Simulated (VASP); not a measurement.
# MgSb7 (F-43m) in VASP: single point with PBE

Aim: the single point of MgSb7 with PBE.

All numbers are computed with VASP 6.6.1; they aren't measurements. Logs are shortened: lines on timing, memory, paths and dates and some standing lists are left out, and cuts for length are marked.

### 1 The cell of the first run

It takes space group F-43m (No. 216, cubic). Conventional cell: a = 10.458 Å, b = 10.458 Å, c = 10.458 Å, α = 90.00°, β = 90.00°, γ = 90.00°. Within 4.9 Å of Mg (site symmetry -43m) lie 16 Sb at 3.72 to 4.53 Å. Sb (site symmetry 2mm) has 5 Sb at 3.02 to 3.13 Å and 2 Mg at 3.72 Å within 4.0 Å. Within 4.0 Å of Sb (site symmetry -43m) lie 6 Sb at 3.02 Å.

### 2 Single point, PBE

File POSCAR:

```
MgSb7
1.0
    0.0000000000      5.2287792266      5.2287792266
    5.2287792266      0.0000000000      5.2287792266
    5.2287792266      5.2287792266      0.0000000000
Mg Sb
1 7
Direct
    0.0000000000      0.0000000000      0.0000000000
    0.4615135065      0.0384864935      0.0384864935
    0.0384864935      0.4615135065      0.4615135065
    0.0384864935      0.0384864935      0.4615135065
    0.4615135065      0.4615135065      0.0384864935
    0.4615135065      0.0384864935      0.4615135065
    0.0384864935      0.4615135065      0.0384864935
    0.7500000000      0.7500000000      0.7500000000
```

File INCAR.step1:

```
ALGO     = Normal         # electronic algorithm
EDIFF    = 1E-6           # SCF threshold, eV
ENCUT    = 520            # plane-wave cutoff, eV
GGA      = PE             # functional
GGA_COMPAT= False        
ISIF     = 2              # what is computed and relaxed
ISMEAR   = 0              # smearing method
LASPH    = True           # aspherical terms in the spheres
LCHARG   = True           # write CHGCAR
LORBIT   = 11             # projections on sites
LREAL    = False          # projectors in reciprocal space
LWAVE    = False          # write WAVECAR
NBANDS   = 28             # bands
NEDOS    = 2001           # points of the DOS
NELM     = 120            # most SCF steps
PREC     = Accurate       # precision mode
SIGMA    = 0.1            # smearing width, eV
```

File KPOINTS.step1:

```
k-points
0
Gamma
  6 6 6
```

File INCAR.step2:

```
ALGO     = Normal         # electronic algorithm
EDIFF    = 1E-6           # SCF threshold, eV
ENCUT    = 520            # plane-wave cutoff, eV
GGA      = PE             # functional
GGA_COMPAT= False        
ICHARG   = 11             # starting density
ISIF     = 2              # what is computed and relaxed
ISMEAR   = -5             # smearing method
LASPH    = True           # aspherical terms in the spheres
LCHARG   = False          # write CHGCAR
LORBIT   = 10             # projections on sites
LREAL    = False          # projectors in reciprocal space
LWAVE    = False          # write WAVECAR
NEDOS    = 1001           # points of the DOS
NELM     = 120            # most SCF steps
PREC     = Accurate       # precision mode
SIGMA    = 0.1            # smearing width, eV
```

File KPOINTS.step2:

```
k-points
0
Gamma
  9 9 9
```

Potentials or basis: VASP PAW PBE potentials, release 64 (Mg, Sb).

Command:

```bash
cat potpaw_PBE.64/Mg/POTCAR potpaw_PBE.64/Sb/POTCAR > POTCAR
cp INCAR.step1 INCAR
cp KPOINTS.step1 KPOINTS
mpirun -np 1 vasp_std > vasp.out
cp INCAR.step2 INCAR
cp KPOINTS.step2 KPOINTS
mpirun -np 1 vasp_std > vasp.out
```

OUTCAR:

```text
EDIFF = 1E-6
   ENCUT = 520
   GGA = PE
   ICHARG = 11
   ISIF = 2
   ISMEAR = -5
   LASPH = True
   LORBIT = 10
   LREAL = False
   NELM = 120
   PREC = Accurate

 ion  position               nearest neighbor table
   1  0.000  0.000  0.000-   2 3.72   4 3.72   7 3.72   3 3.72   4 3.72   6 3.72   3 3.72   5 3.72
                             7 3.72   2 3.72   5 3.72   6 3.72
   2  0.462  0.038  0.038-   8 3.02   5 3.13   6 3.13   7 3.13   4 3.13   1 3.72   1 3.72
   3  0.038  0.462  0.462-   8 3.02   5 3.13   6 3.13   7 3.13   4 3.13   1 3.72   1 3.72
   4  0.038  0.038  0.462-   8 3.02   3 3.13   6 3.13   7 3.13   2 3.13   1 3.72   1 3.72
   5  0.462  0.462  0.038-   8 3.02   3 3.13   6 3.13   7 3.13   2 3.13   1 3.72   1 3.72
   6  0.462  0.038  0.462-   8 3.02   3 3.13   4 3.13   5 3.13   2 3.13   1 3.72   1 3.72
   7  0.038  0.462  0.038-   8 3.02   3 3.13   4 3.13   5 3.13   2 3.13   1 3.72   1 3.72
   8  0.750  0.750  0.750-   2 3.02   3 3.02   4 3.02   5 3.02   6 3.02   7 3.02

  LATTYP: Found a face centered cubic cell.
 ALAT       =    10.4575584532

  Lattice vectors:

 A1 = (   0.0000000000,   5.2287792266,   5.2287792266)
 A2 = (   5.2287792266,   0.0000000000,   5.2287792266)
 A3 = (   5.2287792266,   5.2287792266,   0.0000000000)

Analysis of symmetry for initial positions (statically):
=====================================================================
 Subroutine PRICEL returns:
 Original cell was already a primitive cell.

 Routine SETGRP: Setting up the symmetry group for a
 face centered cubic supercell.

 Subroutine GETGRP returns: Found 24 space group operations
 (whereof 24 operations were pure point group operations)
 out of a pool of 48 trial point group operations.

The static configuration has the point symmetry T_d .

Analysis of symmetry for dynamics (positions and initial velocities):
=====================================================================
 Subroutine PRICEL returns:
 Original cell was already a primitive cell.

 Routine SETGRP: Setting up the symmetry group for a
 face centered cubic supercell.

 Subroutine GETGRP returns: Found 24 space group operations
 (whereof 24 operations were pure point group operations)
 out of a pool of 48 trial point group operations.

The dynamic configuration has the point symmetry T_d .

 Subroutine INISYM returns: Found 24 space group operations
[... 127 lines left out ...]
   EFERMI_NEDOS =   21; number of points for ismear=-14 and -15
   IALGO  =     38    algorithm
   IMIX   =      4    mixing-type and parameters
     AMIX     =   0.40;   BMIX     =  1.00
     AMIX_MAG =   1.60;   BMIX_MAG =  1.00
  volume/ion in A,a.u.               =      35.74       241.18
  Fermi-wavevector in a.u.,A,eV,Ry     =   0.828066  1.564818  9.329430  0.685694
  Thomas-Fermi vector in A             =   1.940378
   LORBIT       =     10    0 simple, 1 ext, 2 COOP (PROOUT), +10 PAW based schemes
   GGA     = PE    functional components
   LHFCALC =     F    Hartree Fock is set to
   AEXX    =    0.0000 exact exchange contribution
   IVDW    =     0    specifies the selected vdW correction
   LEPSILON=     F    determine dielectric tensor
   LRPA    =     F    only Hartree local field effects (RPA)
 non-spin polarized calculation
 Fermi weights with tetrahedron method with Bloechl corrections
  energy-cutoff  :      520.00
  volume of cell :      285.91
 maximum number of plane-waves:      7727

 number of electron      36.9999999 magnetization

 Free energy of the ion-electron system (eV)
  ---------------------------------------------------
  ext. energy  EPLUGINS =         0.00000000
  ---------------------------------------------------
  free energy    TOTEN  =       -27.14014007 eV

  energy without entropy =      -27.14014007  energy(sigma->0) =      -27.14014007

 E-fermi :   4.7288     XC(G=0):  -8.4578

 val. band max:        4.7914572283   @ k =  -0.4444   0.2222   0.0000
 cond. band min:       4.6332561039   @ k =   0.2222   0.2222   0.0000
 fundamental gap:     -0.1582011243
 Fermi energy:         4.7288405234

 k-point     1 :       0.0000    0.0000    0.0000
  band No.  band energies     occupation
      1      -7.3516      2.00000
      2      -4.8370      2.00000
      3      -4.5720      2.00000
      4      -4.5720      2.00000
      5      -4.5720      2.00000
      6      -2.9172      2.00000
[... 613 lines left out ...]
     22       5.6221      0.00000
     23       5.6221      0.00000

 [... further k-points ...]

------------------------ aborting loop because EDIFF is reached ----------------------------------------

  FORCE on cell =-STRESS in cart. coord.  units (eV):
  Direction    XX          YY          ZZ          XY          YZ          ZX
  --------------------------------------------------------------------------------------
  -------------------------------------------------------------------------------------
  Total        0.2029212      0.2029212      0.2029212      0.0000000      0.0000000     -0.0000000
  in kB        1.1371220      1.1371220      1.1371220      0.0000000      0.0000000     -0.0000000
  external PRESSURE =       1.1371220 kB  Pullay stress =       0.0000000 kB

 VOLUME and BASIS-vectors are now :
 -----------------------------------------------------------------------------
  energy-cutoff  :      520.00
  volume of cell :      285.91
      direct lattice vectors                 reciprocal lattice vectors
     0.000000000  5.228779227  5.228779227    -0.095624615  0.095624615  0.095624615
     5.228779227  0.000000000  5.228779227     0.095624615 -0.095624615  0.095624615
     5.228779227  5.228779227  0.000000000     0.095624615  0.095624615 -0.095624615

 POSITION                                       TOTAL-FORCE (eV/Angst)
 -----------------------------------------------------------------------------------
      0.00000      0.00000      0.00000        -0.000000     -0.000000      0.000000
      0.40247      2.61439      2.61439         0.003280     -0.000000      0.000000
      4.82630      2.61439      2.61439        -0.003280     -0.000000      0.000000
      2.61439      2.61439      0.40247        -0.000000     -0.000000      0.003280
      2.61439      2.61439      4.82630        -0.000000     -0.000000     -0.003280
      2.61439      4.82630      2.61439        -0.000000     -0.003280      0.000000
      2.61439      0.40247      2.61439        -0.000000      0.003280      0.000000
      7.84317      7.84317      7.84317        -0.000000      0.000000      0.000000
 -----------------------------------------------------------------------------------
    total drift:                                0.000000      0.000000      0.000000

  FREE ENERGIE OF THE ION-ELECTRON SYSTEM (eV)
  ---------------------------------------------------
  free  energy   TOTEN  =       -27.1401400745 eV

  energy  without entropy=      -27.1401400745  energy(sigma->0) =      -27.14014007

 total charge

# of ion       s       p       d       tot
------------------------------------------
    1        0.231   0.043   0.006   0.280
    2        1.244   1.080   0.031   2.356
    3        1.244   1.080   0.031   2.356
    4        1.244   1.080   0.031   2.356
    5        1.244   1.080   0.031   2.356
    6        1.244   1.080   0.031   2.356
    7        1.244   1.080   0.031   2.356
    8        1.237   1.108   0.049   2.394
--------------------------------------------------
tot          8.933   7.630   0.245  16.808
```

OUTCAR.step1:

```text
EDIFF = 1E-6
   ENCUT = 520
   GGA = PE
   ISIF = 2
   ISMEAR = 0
   LASPH = True
   LORBIT = 11
   LREAL = False
   NELM = 120
   PREC = Accurate
[... 735 lines left out ...]
  free  energy   TOTEN  =       -27.1860054390 eV

  energy  without entropy=      -27.1669545612  energy(sigma->0) =      -27.17648000

 total charge

# of ion       s       p       d       tot
------------------------------------------
    1        0.234   0.044   0.006   0.284
    2        1.244   1.078   0.032   2.354
    3        1.244   1.078   0.032   2.354
    4        1.244   1.078   0.032   2.354
    5        1.244   1.078   0.032   2.354
    6        1.244   1.078   0.032   2.354
    7        1.244   1.078   0.032   2.354
    8        1.239   1.108   0.049   2.395
--------------------------------------------------
tot          8.934   7.622   0.245  16.800
```

OSZICAR.step1:

```text
N       E                     dE             d eps       ncg     rms          rms(c)
DAV:   1     0.166533641095E+03    0.16653E+03   -0.11644E+04   896   0.992E+02
DAV:   2    -0.119286389608E+02   -0.17846E+03   -0.17206E+03  1076   0.161E+02
DAV:   3    -0.270188963637E+02   -0.15090E+02   -0.14793E+02  1160   0.496E+01
DAV:   4    -0.273594450774E+02   -0.34055E+00   -0.33859E+00  1044   0.803E+00
DAV:   5    -0.273681055767E+02   -0.86605E-02   -0.86579E-02  1268   0.153E+00    0.484E+00
DAV:   6    -0.272178361636E+02    0.15027E+00   -0.24687E-01  1036   0.136E+00    0.279E+00
DAV:   7    -0.271865951715E+02    0.31241E-01   -0.12700E-01  1088   0.114E+00    0.548E-01
DAV:   8    -0.271853737063E+02    0.12215E-02   -0.16580E-02   976   0.516E-01    0.743E-02
DAV:   9    -0.271856758132E+02   -0.30211E-03   -0.95805E-04  1072   0.142E-01    0.534E-02
DAV:  10    -0.271859201094E+02   -0.24430E-03   -0.26441E-04  1112   0.645E-02    0.137E-02
DAV:  11    -0.271859827150E+02   -0.62606E-04   -0.70127E-05  1032   0.322E-02    0.891E-03
DAV:  12    -0.271859991591E+02   -0.16444E-04   -0.15821E-05  1016   0.144E-02    0.416E-03
DAV:  13    -0.271860050195E+02   -0.58604E-05   -0.55222E-06   948   0.847E-03    0.116E-03
DAV:  14    -0.271860054390E+02   -0.41951E-06   -0.86068E-07   788   0.373E-03
   1 F= -.27186005E+02 E0= -.27176480E+02  d E =-.190509E-01
```

Run time: 2.2 min. Hardware: 1 thread of Intel Xeon 6975P-C (Granite Rapids), shared host; peak memory 0.52 GiB.

Results:

| Quantity | Value |
| --- | --- |
| Valence electrons inside the program's atomic spheres | Mg 0.28; Sb 2.36, 2.39 (each value once) |

Caveat: spin-orbit coupling is left out, which moves the levels of the heavy elements.
